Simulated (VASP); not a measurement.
A run of VASP 6.6.1 is set up as follows.

The input POSCAR:

```
Fe
1.0
   -1.3669080663      1.3669080663      1.3669080663
    1.3669080663     -1.3669080663      1.3669080663
    1.3669080663      1.3669080663     -1.3669080663
Fe
1
Direct
    0.0000000000      0.0000000000      0.0000000000
```

Contents of INCAR.step1:

```
SYSTEM = Fe
PREC = Accurate
ENCUT = 520
ISMEAR = -1
SIGMA = 0.05
LREAL = .False.
LASPH = .True.
NELM = 150
ISPIN = 2
MAGMOM = 3
LMAXMIX = 4
NBANDS = 14
GGA = PE
ALGO = Normal
EDIFF = 1E-4
LWAVE = .True.
LCHARG = .False.
```

Contents of INCAR.step2:

```
SYSTEM = Fe
PREC = Accurate
ENCUT = 520
EDIFF = 1E-6
ISMEAR = -1
SIGMA = 0.05
LREAL = .False.
LASPH = .True.
NELM = 150
ALGO = Normal
ISIF = 2
LWAVE = .False.
LCHARG = .False.
ISPIN = 2
MAGMOM = 3
LORBIT = 11
LMAXMIX = 4
METAGGA = R2SCAN
LMIXTAU = .True.
NBANDS = 14
ISTART = 1
```

The input KPOINTS:

```
regular mesh
0
Gamma
  14 14 14
  0 0 0
```

Potentials or basis: VASP PAW PBE potentials, release 64 (Fe).

The run is started by

```console
$ cat potpaw_PBE.64/Fe/POTCAR > POTCAR
$ cp INCAR.step1 INCAR
$ mpirun -np 1 vasp_std > vasp.out
$ cp INCAR.step2 INCAR
$ mpirun -np 1 vasp_std > vasp.out
```

Q: Estimate the pressure.

A: 28.2 GPa.

Q: What does it give for the net moment?

A: 2.31 μB per cell.

Caveat: the PAW data sets were made with another functional, which shifts forces and pressure a little.
